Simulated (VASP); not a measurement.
The system is CuO.

```
CELL_PARAMETERS angstrom
1.99097 -2.15355 0.00000
1.99097 2.15355 0.00000
0.00000 0.00000 5.15593
ATOMIC_POSITIONS crystal
Cu 0.50000 0.00000 0.00000
Cu 0.00000 0.50000 0.50000
O 0.50000 0.50000 0.25000
O 0.50000 0.50000 0.75000
```

| Quantity | Value |
| --- | --- |
| Program | VASP 6.6.1 |
| Task | relaxation of cell and atoms |
| Functional | PBEsol |
| Potentials or basis | VASP PAW PBE potentials, release 64 (Cu, O) |
| Cutoff | 600 eV |
| k mesh | 9 × 9 × 5 |
| Occupations | fermi-dirac, width 0.05 eV |
| Spin | no spin polarisation |
| Hubbard terms | Cu d U = 4.0 eV |

At the start: pressure -7.7 GPa; volume 11.05 Å³/atom.

**Question.** How do energy, volume and symmetry change on relaxing?

**Answer.** Over 24 steps the energy falls by 15.0 meV/atom and the volume is 10.51 Å³/atom (-5.0 %); space group Cccm (No. 66, to 0.1 Å) before, P4_2/mmc (No. 131, to 0.1 Å).

Step by step:
```
step  energy change (eV)  largest force (eV/Å)  pressure (GPa)  volume (Å³)
   1              0.0000                0.0000           -7.72        44.21
   2             -0.0372                0.0000            5.11        40.89
   3             -0.0563                0.0000           -0.15        42.06
   4             -0.0562                0.0000            0.10        42.01
   5             -0.0574                0.0000            0.24        41.95
   6             -0.0579                0.0000            0.28        41.90
   7             -0.0578                0.0000            0.43        41.79
   8             -0.0580                0.0000            0.13        41.85
   9             -0.0580                0.0000            0.27        41.84
  10             -0.0580                0.0000            0.24        41.84
  11             -0.0581                0.0000           -0.20        41.96
  12             -0.0581                0.0000           -0.23        41.94
  13             -0.0581                0.0000           -0.14        41.91
  14             -0.0582                0.0000            0.04        41.92
  15             -0.0586                0.0000            0.12        41.96
  16             -0.0591                0.0000           -0.13        42.02
  17             -0.0596                0.0000           -0.29        42.12
  18             -0.0598                0.0000            0.06        42.06
  19             -0.0599                0.0000           -0.03        42.03
  20             -0.0599                0.0000            0.31        41.99
  21             -0.0601                0.0000            0.34        42.00
  22             -0.0602                0.0000            0.20        42.01
  23             -0.0601                0.0000           -0.26        42.06
  24             -0.0602                0.0000           -0.01        42.02
```

Final structure:
```
Cu O
1.0
     2.03289   -2.03361    0.00000
     2.03289    2.03361    0.00000
     0.00000    0.00000    5.08220
Cu O
2 2
Direct
  0.50000 0.00000 0.00000
  0.00000 0.50000 0.50000
  0.50000 0.50000 0.25000
  0.50000 0.50000 0.75000
```

Caveat: the PAW data sets were made with another functional, which shifts forces and pressure a little; U without spin polarisation on a metal has little footing.
